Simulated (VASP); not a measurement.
# Se (R-3m) in VASP: notebook, part 2 of 2

VASP 6.6.1. Earlier steps stand in the parts before.

### 3 Single point, PBEsol

This run uses another cell than the first one, of 10.41 Å³/atom, 1.045 times its volume.

Input file INCAR:

```
PREC     = Accurate       # precision mode
ENCUT    = 520            # plane-wave cutoff, eV
EDIFF    = 1E-6           # SCF threshold, eV
ISMEAR   = -1             # smearing method
SIGMA    = 0.05           # smearing width, eV
LREAL    = False          # projectors in reciprocal space
LASPH    = True           # aspherical terms in the spheres
NELM     = 100            # most SCF steps
ALGO     = Normal         # electronic algorithm
ISIF     = 2              # what is computed and relaxed
LWAVE    = False          # write WAVECAR
LCHARG   = False          # write CHGCAR
GGA      = PS             # functional
NBANDS   = 9              # bands
```

Input file KPOINTS:

```
Automatic mesh
0
Gamma
  16 16 16
```

Input file POSCAR:

```
Se
1.0
    1.8722334905      1.0809342489      0.8574994726
   -1.8722334905      1.0809342489      0.8574994726
    0.0000000000     -2.1618694703      0.8574994726
Se
1
Direct
    0.0000000000      0.0000000000      0.0000000000
```

Potentials or basis: VASP PAW PBE potentials, release 64 (Se).

The run is started by

```
$ cat potpaw_PBE.64/Se/POTCAR > POTCAR
$ mpirun -np 1 vasp_std > vasp.out
```

OUTCAR:

```text
PREC = Accurate
   ENCUT = 520
   EDIFF = 1E-6
   ISMEAR = -1
   LREAL = False
   LASPH = True
   NELM = 100
   ISIF = 2
   GGA = PS

 ion  position               nearest neighbor table
   1  0.000  0.000  0.000-

  LATTYP: Found a trigonal (rhomboedric) cell.
 ALAT       =     2.3257224581
 COS(alpha) =    -0.2960876750

  Lattice vectors:

 A1 = (   1.8722334905,   1.0809342489,   0.8574994726)
 A2 = (  -1.8722334905,   1.0809342489,   0.8574994726)
 A3 = (   0.0000000000,  -2.1618694703,   0.8574994726)

Analysis of symmetry for initial positions (statically):
=====================================================================
 Subroutine PRICEL returns:
 Original cell was already a primitive cell.

 Routine SETGRP: Setting up the symmetry group for a
 trigonal (rhombohedral) supercell.

 Subroutine GETGRP returns: Found 12 space group operations
 (whereof 12 operations were pure point group operations)
 out of a pool of 12 trial point group operations.

The static configuration has the point symmetry D_3d.

Analysis of symmetry for dynamics (positions and initial velocities):
=====================================================================
 Subroutine PRICEL returns:
 Original cell was already a primitive cell.

 Routine SETGRP: Setting up the symmetry group for a
 trigonal (rhombohedral) supercell.

 Subroutine GETGRP returns: Found 12 space group operations
 (whereof 12 operations were pure point group operations)
 out of a pool of 12 trial point group operations.

The dynamic configuration has the point symmetry D_3d.

 Subroutine INISYM returns: Found 12 space group operations
 (whereof 12 operations are pure point group operations),
 and found     1 'primitive' translations

----------------------------------------------------------------------------------------

                                     Primitive cell

  volume of cell :      10.4122

  direct lattice vectors                    reciprocal lattice vectors
     1.872233490  1.080934249  0.857499473     0.267060707  0.154187562  0.388727217
    -1.872233490  1.080934249  0.857499473    -0.267060707  0.154187562  0.388727217
     0.000000000 -2.161869470  0.857499473     0.000000000 -0.308375124  0.388727042

  length of vectors
     2.325721918  2.325721918  2.325722458     0.496189555  0.496189555  0.496189410

  position of ions in fractional coordinates (direct lattice)
     0.000000000  0.000000000  0.000000000

  ion indices of the primitive-cell ions
   primitive index   ion index
                 1           1

----------------------------------------------------------------------------------------

 KPOINTS: Automatic mesh

Automatic generation of k-mesh.
 Grid dimensions read from file:
 generate k-points for:   16   16   16

 Generating k-lattice:

  Cartesian coordinates                     Fractional coordinates (reciprocal lattice)
     0.016691294  0.009636723  0.024295451     0.062500000  0.000000000  0.000000000
    -0.016691294  0.009636723  0.024295451     0.000000000  0.062500000  0.000000000
     0.000000000 -0.019273445  0.024295440    -0.000000000 -0.000000000  0.062500000

  Length of vectors
     0.031011847  0.031011847  0.031011838

  Shift w.r.t. Gamma in fractional coordinates (k-lattice)
     0.000000000  0.000000000  0.000000000

 Subroutine IBZKPT returns following result:
 ===========================================

 Found    417 irreducible k-points:

 Following reciprocal coordinates:
            Coordinates               Weight
  0.000000  0.000000  0.000000      1.000000
  0.062500  0.000000  0.000000      6.000000
  0.125000  0.000000  0.000000      6.000000
  0.187500  0.000000  0.000000      6.000000
  0.250000  0.000000  0.000000      6.000000
  0.312500  0.000000  0.000000      6.000000
[... 16 lines left out ...]
 -0.125000  0.062500  0.000000     12.000000
 -0.062500  0.062500  0.000000      6.000000
 [... further k-points ...]
   k-points           NKPTS =    417   k-points in BZ     NKDIM =    417   number of bands    NBANDS=      9
   number of dos      NEDOS =    301   number of ions     NIONS =      1
   total plane-waves  NPLWV =   5832
   dimension x,y,z NGX =    18 NGY =   18 NGZ =   18
   dimension x,y,z NGXF=    36 NGYF=   36 NGZF=   36
   ions per type =               1
   NGX,Y,Z   is equivalent  to a cutoff of  12.87, 12.87, 12.87 a.u.
   NGXF,Y,Z  is equivalent  to a cutoff of  25.73, 25.73, 25.73 a.u.
 SYSTEM =  unknown system
   PREC   = accura    normal or accurate (medium, high low for compatibility)
   ISTART =      0    job   : 0-new  1-cont  2-samecut
   ICHARG =      2    charge: 1-file 2-atom 10-const
   ISPIN  =      1    spin polarized calculation?
   LNONCOLLINEAR =      F non collinear calculations
   LSORBIT =      F    spin-orbit coupling
   LASPH  =      T    aspherical Exc in radial PAW
   ENCUT  =  520.0 eV  38.22 Ry    6.18 a.u.   4.32  4.32  4.32*2*pi/ulx,y,z
   NELM   =    100;   NELMIN=  2; NELMDL= -5     # of ELM steps
   EDIFF  = 0.1E-05   stopping-criterion for ELM
   LREAL  =      F    real-space projection
   EDIFFG = 0.1E-04   stopping-criterion for IOM
   NSW    =      0    number of steps for IOM
   IBRION =     -1    ionic relax: 0-MD 1-quasi-New 2-CG
   NFREE  =      0    steps in history (QN), initial steepest desc. (CG)
   ISIF   =      2    stress and relaxation
   ISYM   =      2    0-nonsym 1-usesym 2-fastsym
   POTIM  = 0.5000    time-step for ionic-motion
   TEBEG  =    0.0;   TEEND  =   0.0 temperature during run
   PSTRESS=    0.0 pullay stress
   NELECT =       6.0000    total number of electrons
   NUPDOWN=      -1.0000    fix difference up-down
   EMIN   =  10.00;   EMAX   =-10.00  energy-range for DOS
   EFERMI =   0.00;   METHOD = LEGACY
   ISMEAR =    -1;   SIGMA  =   0.05  broadening in eV -4-tet -1-fermi 0-gaus
   EFERMI_NEDOS =   21; number of points for ismear=-14 and -15
   IALGO  =     38    algorithm
   IMIX   =      4    mixing-type and parameters
     AMIX     =   0.40;   BMIX     =  1.00
     AMIX_MAG =   1.60;   BMIX_MAG =  1.00
  volume/ion in A,a.u.               =      10.41        70.27
  Fermi-wavevector in a.u.,A,eV,Ry     =   1.362314  2.574399 25.251028  1.855898
  Thomas-Fermi vector in A             =   2.488814
   LORBIT       =      0    0 simple, 1 ext, 2 COOP (PROOUT), +10 PAW based schemes
   GGA     = PS    functional components
   LHFCALC =     F    Hartree Fock is set to
   AEXX    =    0.0000 exact exchange contribution
   IVDW    =     0    specifies the selected vdW correction
   LEPSILON=     F    determine dielectric tensor
   LRPA    =     F    only Hartree local field effects (RPA)
 non-spin polarized calculation
  energy-cutoff  :      520.00
  volume of cell :       10.41
 maximum number of plane-waves:       289
 NGX is ok and might be reduce to    18
   NGX =  9   NGY =  9   NGZ =  9

 number of electron       5.9999999 magnetization

 Free energy of the ion-electron system (eV)
  ---------------------------------------------------
  ext. energy  EPLUGINS =         0.00000000
  ---------------------------------------------------
  free energy    TOTEN  =        -0.05683371 eV

  energy without entropy =       -0.05468138  energy(sigma->0) =       -0.05575754

 E-fermi :  16.5295     XC(G=0): -13.9279

 val. band max:       16.5016524195   @ k =  -0.3125   0.3125   0.0000
 cond. band min:      16.5860480786   @ k =  -0.2500   0.1875   0.0625
 fundamental gap:      0.0843956591
 Fermi energy:        16.5295406810

 k-point     1 :       0.0000    0.0000    0.0000
  band No.  band energies     occupation
      1      -8.6600      2.00000
      2      22.7364      0.00000
      3      25.1311      0.00000
      4      25.1312      0.00000
      5      29.0998      0.00000
      6      29.0998      0.00000
      7      31.7689      0.00000
      8      35.2307      0.00000
      9      35.2309      0.00000

 k-point     2 :       0.0625    0.0000    0.0000
  band No.  band energies     occupation
      1      -8.5160      2.00000
      2      21.7600      0.00000
      3      23.7753      0.00000
      4      24.8181      0.00000
      5      29.0559      0.00000
      6      30.3335      0.00000
      7      31.8931      0.00000
      8      34.6447      0.00000
      9      34.7547      0.00000
[... 253 lines left out ...]
 k-point    24 :      -0.0625    0.0625    0.0000
  band No.  band energies     occupation
      1      -8.4920      2.00000
      2      22.1696      0.00000
      3      24.0905      0.00000
      4      24.6939      0.00000
      5      29.5943      0.00000
      6      30.2985      0.00000
      7      30.3300      0.00000
      8      33.1721      0.00000
      9      33.6986      0.00000

 [... further k-points ...]
[... 5 lines left out ...]
  --------------------------------------------------------------------------------------
  -------------------------------------------------------------------------------------
  Total       13.9525899     13.9525916     13.1877020      0.0000000     -0.0000050     -0.0000000
  in kB     2146.9448243   2146.9450760   2029.2482361      0.0000000     -0.0007671     -0.0000000
  external PRESSURE =    2107.7127121 kB  Pullay stress =       0.0000000 kB

 VOLUME and BASIS-vectors are now :
 -----------------------------------------------------------------------------
  energy-cutoff  :      520.00
  volume of cell :       10.41
      direct lattice vectors                 reciprocal lattice vectors
     1.872233490  1.080934249  0.857499473     0.267060707  0.154187562  0.388727217
    -1.872233490  1.080934249  0.857499473    -0.267060707  0.154187562  0.388727217
     0.000000000 -2.161869470  0.857499473     0.000000000 -0.308375124  0.388727042

 POSITION                                       TOTAL-FORCE (eV/Angst)
 -----------------------------------------------------------------------------------
      0.00000      0.00000      0.00000         0.000000      0.000000     -0.000000
 -----------------------------------------------------------------------------------
    total drift:                               -0.000000      0.000000      0.000000

  FREE ENERGIE OF THE ION-ELECTRON SYSTEM (eV)
  ---------------------------------------------------
  free  energy   TOTEN  =        -0.0568337050 eV

  energy  without entropy=       -0.0546813841  energy(sigma->0) =       -0.05575754
```

Wall time 13 s (1 thread of Intel Xeon 6975P-C (Granite Rapids), shared host); peak memory 0.15 GiB.

What came out:

```yaml
Free_energy: -0.0568 eV
Pressure: 210.8 GPa
Band_gap_on_the_k_mesh: zero (band 3 reaches 25.13 eV, above the bottom of band 4 at 7.83 eV)
```

Stress tensor (GPa, compression positive):
```
214.69   0.00   0.00
  0.00 214.69   0.00
  0.00   0.00 202.92
```

Caveat: the PAW data sets were made with another functional, which shifts forces and pressure a little.
